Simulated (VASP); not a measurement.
Crystal: MgB.

```xyz
4
Lattice="2.9405 0.0000 0.0000 -1.4702 2.5465 0.0000 0.0000 0.0000 8.1292" Properties=species:S:1:pos:R:3 pbc="T T T"
Mg    0.0000    1.6977    5.4351
Mg    1.4702    0.8488    2.6940
B     1.4702    0.8488    7.3206
B     0.0000    1.6977    0.8086
```

| Property | Result |
| --- | --- |
| Program | VASP 6.6.1 |
| Task | relaxation of cell and atoms |
| Functional | PBE |
| Potentials or basis | VASP PAW PBE potentials, release 64 (Mg, B) |
| Cutoff | 600 eV |
| k mesh | 6 × 6 × 2 |
| Occupations | gaussian, width 0.1 eV |
| Spin | no spin polarisation |

At the start: pressure -8.7 GPa; volume 15.22 Å³/atom.

Task: Where does the relaxation end?

Result: Over 22 steps the energy falls by 936.0 meV/atom and the volume is 13.80 Å³/atom (-9.3 %); space group P-3m1 (No. 164, to 0.05 Å).

The path:
| step | energy change (eV) | largest force (eV/Å) | pressure (GPa) | volume (Å³) |
| --- | --- | --- | --- | --- |
| 1 | 0.0000 | 2.5523 | -8.66 | 60.87 |
| 2 | -1.4452 | 2.7411 | -2.85 | 53.72 |
| 3 | -2.0205 | 3.0130 | 3.43 | 49.83 |
| 4 | -2.2192 | 2.0756 | 29.33 | 42.23 |
| 5 | -2.3199 | 3.0024 | 16.98 | 45.03 |
| 6 | -3.1009 | 1.2702 | 16.14 | 46.23 |
| 7 | -3.1437 | 0.2034 | 16.76 | 46.65 |
| 8 | -3.5530 | 0.1883 | 4.69 | 51.45 |
| 9 | -3.5782 | 0.3030 | -6.24 | 58.99 |
| 10 | -3.6367 | 0.2263 | -2.40 | 55.73 |
| 11 | -3.6375 | 0.2169 | -1.89 | 55.36 |
| 12 | -3.6868 | 0.2048 | -0.91 | 54.89 |
| 13 | -3.7160 | 0.3340 | 2.37 | 53.71 |
| 14 | -3.7252 | 0.2952 | 0.99 | 54.19 |
| 15 | -3.7260 | 0.3063 | 1.27 | 54.08 |
| 16 | -3.7362 | 0.2196 | 0.62 | 54.65 |
| 17 | -3.7412 | 0.1203 | -0.14 | 55.34 |
| 18 | -3.7413 | 0.1108 | -0.22 | 55.42 |
| 19 | -3.7429 | 0.1121 | -0.03 | 55.32 |
| 20 | -3.7429 | 0.1021 | -0.05 | 55.33 |
| 21 | -3.7437 | 0.0402 | -0.02 | 55.26 |
| 22 | -3.7439 | 0.0070 | 0.00 | 55.22 |

Final structure:
```
CELL_PARAMETERS angstrom
3.04729 0.00000 0.00000
-1.52365 2.63903 0.00000
0.00000 0.00000 6.86605
ATOMIC_POSITIONS crystal
Mg 0.33333 0.66667 0.69408
Mg 0.66667 0.33333 0.30592
B 0.66667 0.33333 0.97711
B 0.33333 0.66667 0.02289
```

Caveat: the k points lie up to 0.46 Å⁻¹ apart in the final cell.
